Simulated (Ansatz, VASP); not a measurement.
# Ti: VASP beside Ansatz

```
Ti
1.0
     2.05602    2.05602    0.00000
    -2.05602    2.05602    0.00000
     0.00000    0.00000    3.94755
Ti
2
Cartesian
  0.0000 0.0000 0.0000
  0.0000 2.0560 1.9738
```

Change from the starting cell: strain along c alone, the other axes held, atoms relaxed: -4.0 %.

Alike in both runs: task single point; functional PBE; k mesh 18 × 18 × 12; occupations gaussian, width 0.1 eV; no spin polarisation.

```csv
,VASP,Ansatz
version,VASP 6.6.1,Ansatz 0.2.0
potentials or method,"VASP PAW PBE potentials, release 64 (Ti_sv), cutoff 520 eV","scalar-relativistic, plane waves, PAW"
valence electrons in the cell,24,24
```

```tsv
	VASP	Ansatz	Ansatz less VASP
gap on the k mesh at the Fermi level (eV)	none	none	-
pressure (GPa)	4.1	4.7	+0.61
traceless stress, the component that is largest in VASP (GPa)	0.96	0.95	-0.010
```

A gap of «none» marks a metal or a gap that the smearing closes.
